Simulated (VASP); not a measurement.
Input of a VASP 6.6.1 run:

The input POSCAR:

```
Li
1.0
    5.8973540000      0.0000000000      0.0000000000
    0.0000000000      5.8973540000      0.0000000000
    0.0000000000      0.0000000000      5.8973540000
Li
16
Direct
   -0.0203141951     -0.0064944380      0.0249094764
    0.4987830135      0.0839529050     -0.0560420826
   -0.0180589464      0.4964938513      0.0572968826
    0.0351852712     -0.0010513189      0.5417005661
    0.2943014783      0.1853882267      0.2212517682
    0.5176558843      0.5461941067      0.0642661099
    0.4857093537      0.0029843893      0.5372070254
    0.7376698092      0.1981736216      0.2371063362
    0.0145319409      0.4656155964      0.4266659251
    0.2705111479      0.7780947184      0.2687137316
    0.1984618865      0.3038650893      0.7730585615
    0.4399261092      0.4060804218      0.4667516992
    0.7564239827      0.7556439719      0.2866709375
    0.7450120851      0.3064425164      0.7128112031
    0.1731115344      0.7090298463      0.7374832849
    0.7425533553      0.7812317185      0.7684293668
```

File INCAR.step1:

```
PREC = Accurate
ENCUT = 520
ISMEAR = -1
SIGMA = 0.1
LREAL = Auto
LASPH = True
NELM = 60
NBANDS = 38
GGA = PE
ALGO = Normal
EDIFF = 1E-4
LWAVE = True
LCHARG = False
```

INCAR.step2

```
PREC = Accurate
ENCUT = 520
EDIFF = 1E-6
ISMEAR = -1
SIGMA = 0.1
LREAL = Auto
LASPH = True
NELM = 60
ALGO = Normal
ISIF = 2
LWAVE = False
LCHARG = False
METAGGA = R2SCAN
LMIXTAU = True
NBANDS = 38
ISTART = 1
```

File KPOINTS:

```
Automatic mesh
0
Gamma
  2 2 2
```

Potentials or basis: VASP PAW PBE potentials, release 64 (Li_sv).

Launch:

```bash
$ cat potpaw_PBE.64/Li_sv/POTCAR > POTCAR
$ cp INCAR.step1 INCAR
$ mpirun -np 1 vasp_std > vasp.out
$ cp INCAR.step2 INCAR
$ mpirun -np 1 vasp_std > vasp.out
```

Q: What does it give for the largest force?

A: 1.342 eV/Å.

Q: Estimate the band gap on the k mesh.

A: Zero (bands 24 and 25 overlap by 0.71 eV).

Forces on the atoms (eV/Å):
```
Li   0.295  0.043 -0.247
Li  -0.016 -0.696 -0.273
Li   0.208 -0.175 -0.483
Li  -0.446  0.635 -0.252
Li  -0.912  0.085 -0.105
Li  -0.273  0.001 -0.884
Li   0.093 -0.641  0.100
Li   0.324 -0.081  0.327
Li  -0.273 -0.028  0.201
Li   0.017 -0.147 -0.380
Li  -0.003 -0.339  0.383
Li   0.438  1.168  0.497
Li  -0.373  0.340  0.613
Li   0.322  0.436  0.185
Li   0.999  0.164  0.509
Li  -0.400 -0.764 -0.191
```

Caveat: the k points lie up to 0.53 Å⁻¹ apart, too coarse for converged energies and pressures of a metal; the atoms stand as in a frame of molecular dynamics; the PAW data sets were made with another functional, which shifts forces and pressure a little.
